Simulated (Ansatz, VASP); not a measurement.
# Two plane-wave programs on AlCu5

Contents of INCAR:

```
SYSTEM = AlCu5
ALGO     = Fast           ! electronic algorithm
EDIFF    = 1E-6           ! SCF threshold, eV
EDIFFG   = -0.04          ! ionic threshold
ENCUT    = 600            ! plane-wave cutoff, eV
GGA      = PE             ! functional
IBRION   = 2              ! ionic algorithm
ISIF     = 3              ! what is computed and relaxed
ISMEAR   = 0              ! smearing method
LASPH    = .TRUE.         ! aspherical terms in the spheres
LCHARG   = .FALSE.        ! write CHGCAR
LREAL    = .FALSE.        ! projectors in reciprocal space
LWAVE    = .FALSE.        ! write WAVECAR
NELM     = 60             ! most SCF steps
NSW      = 90             ! ionic steps
PREC     = Accurate       ! precision mode
SIGMA    = 0.1            ! smearing width, eV
```

KPOINTS

```
k-points
0
G
  6 6 2
  0 0 0
```

The input POSCAR:

```
AlCu5
1.0
    2.6560905400      0.0000000000      0.0000000000
   -1.3280452700      2.3002418800      0.0000000000
    0.0000000000      0.0000000000     13.0121330500
Al Cu
1 5
Direct
    0.0000000000      0.0000000000      0.5000000000
    0.3333333300      0.6666666700      0.8333333300
    0.6666666700      0.3333333300      0.6666666700
    0.3333333300      0.6666666700      0.3333333300
    0.6666666700      0.3333333300      0.1666666700
    0.0000000000      0.0000000000      0.0000000000
```

Input for Ansatz:

```yaml
crystal:
  lattice:
    - [2.65609054, 0.0, 0.0]
    - [-1.32804527, 2.30024188, 0.0]
    - [0.0, 0.0, 13.01213305]
  atoms:
    - { symbol: Al, position: [0.0, 0.0, 0.5] }
    - { symbol: Cu, position: [0.33333333, 0.66666667, 0.83333333] }
    - { symbol: Cu, position: [0.66666667, 0.33333333, 0.66666667] }
    - { symbol: Cu, position: [0.33333333, 0.66666667, 0.33333333] }
    - { symbol: Cu, position: [0.66666667, 0.33333333, 0.16666667] }
    - { symbol: Cu, position: [0.0, 0.0, 0.0] }
basis:
  ecutwfc: 420
kpoints:
  mp_grid: { grid: [6, 6, 2] }
hamiltonian:
  xc: pbe
scf:
  occupations: { method: gaussian, width: 0.1 }
  lower_state_search: "off"
output:
  forces: true
  stress: true
  eigenvalues: true
relax:
  adjacent_minimum: "off"
  f_tol: 0.04
  max_steps: 70
  cell: { stress_tol: 0.4 }
```

Alike in both runs: task relaxation of cell and atoms; functional PBE; k mesh 6 × 6 × 2; occupations gaussian, width 0.1 eV; no spin polarisation.

|  | VASP | Ansatz |
| --- | --- | --- |
| version | VASP 6.6.1 | Ansatz 0.2.0 |
| potentials or method | VASP PAW PBE potentials, release 64 (Al, Cu), cutoff 600 eV | scalar-relativistic, plane waves, PAW |
| valence electrons in the cell | 58 | 98 |

```tsv
	VASP	Ansatz	Ansatz less VASP
gap on the k mesh at the Fermi level, each at its own relaxed structure (eV)	none	none	-
relaxed volume (Å³/atom)	12.60	12.55	-0.052
relaxed cell length with the largest relative difference (Å)	12.399	12.375	-0.0244
```

A gap of «none» marks a metal or a gap that the smearing closes. VASP's potentials hold 58 valence electrons a cell and Ansatz's 98, so a difference there can come from the potentials and not from the codes.

The k mesh is coarse, so the values compare programs but aren't converged.
